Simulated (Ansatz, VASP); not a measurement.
# Two plane-wave programs on YN

```xyz
2
Lattice="0.0000 2.4283 2.4283 2.4283 0.0000 2.4283 2.4283 2.4283 0.0000" Properties=species:S:1:pos:R:3 pbc="T T T"
Y     0.0000    0.0000    0.0000
N     2.4283    2.4283    2.4283
```

Alike in both runs: functional PBEsol; k mesh 10 × 10 × 10; occupations gaussian, width 0.01 eV; no spin polarisation.

Ansatz relaxed the structure, and its values are those at the end. VASP's run is a single point on that final structure, the one shown.

|  | VASP | Ansatz |
| --- | --- | --- |
| version | VASP 6.6.1 | Ansatz 0.2.0 |
| potentials or method | VASP PAW PBE potentials, release 64 (Y_sv, N), cutoff 600 eV | scalar-relativistic, plane waves, PAW |
| valence electrons in the cell | 16 | 16 |

|  | VASP | Ansatz | Ansatz less VASP |
| --- | --- | --- | --- |
| gap on the k mesh at the Fermi level (eV) | 0.07 | 0.07 | +0.004 |
| least direct gap on the mesh (eV) | 0.44 | 0.45 | +0.004 |
| pressure (GPa) | -0.2 | 0.0 | +0.23 |

VASP's potentials were made for PBE, not for PBEsol.
